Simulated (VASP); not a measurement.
**CaSe: single point with PBE**

Crystal: CaSe.

```xyz
2
Lattice="0.0000 2.9675 2.9675 2.9675 0.0000 2.9675 2.9675 2.9675 0.0000" Properties=species:S:1:pos:R:3 pbc="T T T"
Ca    0.0000    0.0000    0.0000
Se    2.9675    2.9675    2.9675
```

```json
{"Program": "VASP 6.6.1", "Task": "single point", "Functional": "PBE", "Potentials or basis": "VASP PAW PBE potentials, release 64 (Ca_sv, Se)", "Cutoff": "520 eV", "k mesh": "4 × 4 × 4", "Occupations": "gaussian, width 0.01 eV", "Spin": "no spin polarisation", "Dipole correction": "no", "Further INCAR settings": "ALGO = Normal; EDIFF = 1e-06; NBANDS = 15"}
```

```
Pressure               : 0.9 GPa
Band gap on the k mesh : 2.04 eV (least direct gap 2.96 eV)
```

Levels at points of the mesh, in eV from the valence-band top:
```csv
k point,band 4,band 5,band 6,band 7,band 8,band 9,band 10,band 11,band 12,band 13
"(0.00, 0.00, 0.00)",-20.79,-11.76,0.00,0.00,0.00,3.28,3.70,3.70,3.70,4.26
"(0.50, 0.00, 0.00)",-20.80,-11.08,-3.25,-1.18,-1.18,4.49,5.44,5.47,5.47,7.45
"(0.50, 0.50, 0.00)",-20.82,-11.19,-2.50,-0.93,-0.93,2.04,5.00,5.01,5.97,5.99
```

It took 16 s on 1 thread of AMD EPYC 7R13 (shared host), peak memory 0.14 GiB.

Caveat: the k points lie up to 0.46 Å⁻¹ apart. A k mesh can miss the band edges.
